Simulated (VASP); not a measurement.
# WS2 in VASP: notebook, part 2 of 2

VASP 6.6.1.

## 3. Single point, PBE+D3(BJ)

The input, INCAR:

```
PREC = Accurate
ENCUT = 520
EDIFF = 1E-7
ISMEAR = 0
SIGMA = 0.02
LREAL = F
LASPH = T
NELM = 100
ALGO = Normal
ISIF = 2
LWAVE = F
LCHARG = T
LDIPOL = T
IDIPOL = 3
DIPOL = 0.5 0.5 0.500
GGA = PE
IVDW = 12
LELF = T
LVHAR = T
LVACPOTAV = T
NBANDS = 20
```

The input, KPOINTS:

```
regular mesh
0
Gamma
  12 12 1
```

The input, POSCAR:

```
WS2
1.0
    3.3490000000      0.0000000000      0.0000000000
   -1.6745000000      2.9003190773      0.0000000000
    0.0000000000      0.0000000000     32.2910878415
S W
2 1
Direct
    0.3333333333      0.6666666667      0.4537394868
    0.3333333333      0.6666666667      0.5462727583
    0.6666666667      0.3333333333      0.5000061203
```

Potentials or basis: VASP PAW PBE potentials, release 64 (S, W_sv).

Started as:

```console
$ cat potpaw_PBE.64/S/POTCAR potpaw_PBE.64/W_sv/POTCAR > POTCAR
$ mpirun -np 1 vasp_std > vasp.out
```

Wall time 2.6 min (1 thread of Intel Xeon 6975P-C (Granite Rapids), shared host); peak memory 0.51 GiB.

It converged, with:

```
Free energy                            : -24.2729 eV
Largest force                          : 0.391 eV/Å
Band gap on the k mesh                 : 0.56 eV (least direct gap 1.23 eV)
Dispersion energy per atom             : -0.279 eV
Ionisation potential of the upper face : 5.35 eV
```

Forces in eV/Å, atoms in the order of the input:
```
S    0.000  0.000 -0.391
S    0.000  0.000  0.391
W    0.000  0.000  0.000
```

Levels at points of the mesh, in eV from the valence-band top:
```tsv
k point	band 11	band 12	band 13	band 14	band 15	band 16
(0.00, 0.00, 0.00)	-2.56	-1.99	0.00	2.01	2.01	2.38
(0.50, 0.00, 0.00)	-2.29	-2.13	-1.29	1.65	1.99	3.40
```

Caveat: spin-orbit coupling is left out, which moves the levels of the heavy elements.

## 4. Single point, PBE+D3(BJ)

The input, INCAR:

```
PREC = Accurate
ENCUT = 520
EDIFF = 1E-6
ISMEAR = 0
SIGMA = 0.02
LREAL = False
LASPH = True
NELM = 100
ALGO = Normal
ISIF = 2
LWAVE = False
LCHARG = False
LDIPOL = True
IDIPOL = 3
DIPOL = 0.5 0.5 0.500
GGA = PE
IVDW = 12
NBANDS = 20
```

The input, KPOINTS:

```
Automatic mesh
0
Gamma
  12 12 1
```

The input, POSCAR:

```
WS2
1.0
    3.3490000000      0.0000000000      0.0000000000
   -1.6745000000      2.9003190773      0.0000000000
    0.0000000000      0.0000000000     32.2910878415
S W
2 1
Direct
    0.3333333333      0.6666666667      0.4512000864
    0.3333333333      0.6666666667      0.5488121587
    0.6666666667      0.3333333333      0.5000061202
```

Started as:

```console
$ cat potpaw_PBE.64/S/POTCAR potpaw_PBE.64/W_sv/POTCAR > POTCAR
$ mpirun -np 1 vasp_std > vasp.out
```

Run time: 2.3 min. Hardware: 1 thread of Intel Xeon 6975P-C (Granite Rapids), shared host; peak memory 0.51 GiB.

Results (log left out):

```
Free energy                : -24.2118 eV
Largest force              : 1.082 eV/Å
Band gap on the k mesh     : 1.08 eV (least direct gap 1.37 eV)
Dispersion energy per atom : -0.274 eV
```

Forces in eV/Å, atoms in the order of the input:
```
S    0.000  0.000  1.082
S    0.000  0.000 -1.082
W    0.000  0.000  0.000
```

Levels at points of the mesh, in eV from the valence-band top:
| k point | band 11 | band 12 | band 13 | band 14 | band 15 | band 16 |
| --- | --- | --- | --- | --- | --- | --- |
| (0.00, 0.00, 0.00) | -1.98 | -1.96 | 0.00 | 2.24 | 2.24 | 2.39 |
| (0.50, 0.00, 0.00) | -2.08 | -1.74 | -1.01 | 1.99 | 2.38 | 3.47 |

Caveat: spin-orbit coupling is left out, which moves the levels of the heavy elements.

## 5. Single point, PBE+D3(BJ)

The input, INCAR:

```
SYSTEM = WS2
  PREC = Accurate
  ENCUT = 520
  EDIFF = 1E-6
  ISMEAR = 0
  SIGMA = 0.02
  LREAL = .FALSE.
  LASPH = .TRUE.
  NELM = 80
  ALGO = Normal
  ISIF = 2
  LWAVE = .FALSE.
  LCHARG = .FALSE.
  LDIPOL = .TRUE.
  IDIPOL = 3
  DIPOL = 0.5 0.5 0.500
  GGA = PE
  IVDW = 12
  NBANDS = 20
```

The input, KPOINTS:

```
regular mesh
0
G
  12 12 1
  0 0 0
```

The input, POSCAR:

```
WS2
1.0
    3.3490000000      0.0000000000      0.0000000000
   -1.6745000000      2.9003190773      0.0000000000
    0.0000000000      0.0000000000     32.2910878415
S W
2 1
Direct
    0.3333333333      0.6666666667      0.4486606861
    0.3333333333      0.6666666667      0.5513515590
    0.6666666667      0.3333333333      0.5000061201
```

Potentials or basis: VASP PAW PBE potentials, release 64 (S, W_sv).

Started as:

```console
$ cat potpaw_PBE.64/S/POTCAR potpaw_PBE.64/W_sv/POTCAR > POTCAR
$ mpirun -np 1 vasp_std > vasp.out
```

OUTCAR:

```text
SYSTEM = WS2
   PREC = Accurate
   ENCUT = 520
   EDIFF = 1E-6
   ISMEAR = 0
   LREAL = .FALSE.
   LASPH = .TRUE.
   NELM = 80
   ISIF = 2
   GGA = PE
   IVDW = 12
 IVDW          = 12

 ion  position               nearest neighbor table
   1  0.333  0.667  0.449-   3 2.55   3 2.55   3 2.55
   2  0.333  0.667  0.551-   3 2.55   3 2.55   3 2.55
   3  0.667  0.333  0.500-   1 2.55   1 2.55   1 2.55   2 2.55   2 2.55   2 2.55

  LATTYP: Found a hexagonal cell.
 ALAT       =     3.3490000000
[... 636 lines left out ...]

  FORCE on cell =-STRESS in cart. coord.  units (eV):
  Direction    XX          YY          ZZ          XY          YZ          ZX
  --------------------------------------------------------------------------------------
  -------------------------------------------------------------------------------------
  Total      -7.36532    -7.36532    -7.51611     0.00000     0.00000     0.00000
  in kB     -37.62344   -37.62344   -38.39373     0.00000     0.00000     0.00000
  external pressure =      -37.88 kB  Pullay stress =        0.00 kB

 VOLUME and BASIS-vectors are now :
 -----------------------------------------------------------------------------
  energy-cutoff  :      520.00
  volume of cell :      313.65
      direct lattice vectors                 reciprocal lattice vectors
     3.349000000  0.000000000  0.000000000     0.298596596  0.172394825  0.000000000
    -1.674500000  2.900319077  0.000000000     0.000000000  0.344789650  0.000000000
     0.000000000  0.000000000 32.291087842     0.000000000  0.000000000  0.030968297

 POSITION                                       TOTAL-FORCE (eV/Angst)
 -----------------------------------------------------------------------------------
     -0.00000      1.93355     14.48774         0.000000     -0.000000      2.259497
     -0.00000      1.93355     17.80374         0.000000     -0.000000     -2.259497
      1.67450      0.96677     16.14574        -0.000000      0.000000     -0.000000
 -----------------------------------------------------------------------------------
    total drift:                               -0.000000      0.000000     -0.000152

  FREE ENERGIE OF THE ION-ELECTRON SYSTEM (eV)
  ---------------------------------------------------
  free  energy   TOTEN  =       -23.9339178140 eV

  energy  without entropy=      -23.9339178140  energy(sigma->0) =      -23.93391781

 vacuum level on the upper side and lower side of the slab         2.147         2.147
```

stdout:

```text
POSCAR found type information on POSCAR S W
 POSCAR found :  2 types and       3 ions
 scaLAPACK will be used
 LDA part: xc-table for (Slater+PW92), standard interpolation
 POSCAR, INCAR and KPOINTS ok, starting setup
 FFT: planning ... GRIDC
 FFT: planning ... GRID_SOFT
 FFT: planning ... GRID
 WAVECAR not read
 entering main loop
```

Run time: 1.9 min. Hardware: 1 thread of Intel Xeon 6975P-C (Granite Rapids), shared host; peak memory 0.49 GiB.

What came out:

| Item | Value |
| --- | --- |
| Free energy | -23.9339 eV |
| Largest force | 2.259 eV/Å |
| Band gap on the k mesh | 1.49 eV |
| Dispersion energy per atom | -0.269 eV |

Forces in eV/Å, atoms in the order of the input:
```
S    0.000  0.000  2.259
S    0.000  0.000 -2.259
W    0.000  0.000  0.000
```

Levels at points of the mesh, in eV from the valence-band top:
| k point | band 11 | band 12 | band 13 | band 14 | band 15 | band 16 |
| --- | --- | --- | --- | --- | --- | --- |
| (0.00, 0.00, 0.00) | -1.46 | -1.46 | -0.04 | 2.37 | 2.37 | 2.40 |
| (0.50, 0.00, 0.00) | -2.04 | -1.28 | -0.80 | 2.25 | 2.61 | 3.48 |

Caveat: spin-orbit coupling is left out, which moves the levels of the heavy elements.

## 6. Overview

| cell | gap on the mesh (eV) | largest force (eV/Å) |
| --- | --- | --- |
| as given, atomic positions A | 1.55 | 2.75 |
| as given, atomic positions B | 0.56 | 0.39 |
| as given, atomic positions C | 1.08 | 1.08 |
| as given, atomic positions D | 1.49 | 2.26 |

Alike in all rows: task single point; level PBE+D3(BJ); potentials or basis VASP PAW PBE potentials, release 64 (S, W_sv); no spin polarisation; k mesh 12 × 12 × 1; cutoff (eV) 520; smearing gaussian 0.02 eV.

Caveats: spin-orbit coupling is left out, which moves the levels of the heavy elements.

Total energies depend on the potentials used, so only differences within one code and one set of settings carry meaning.
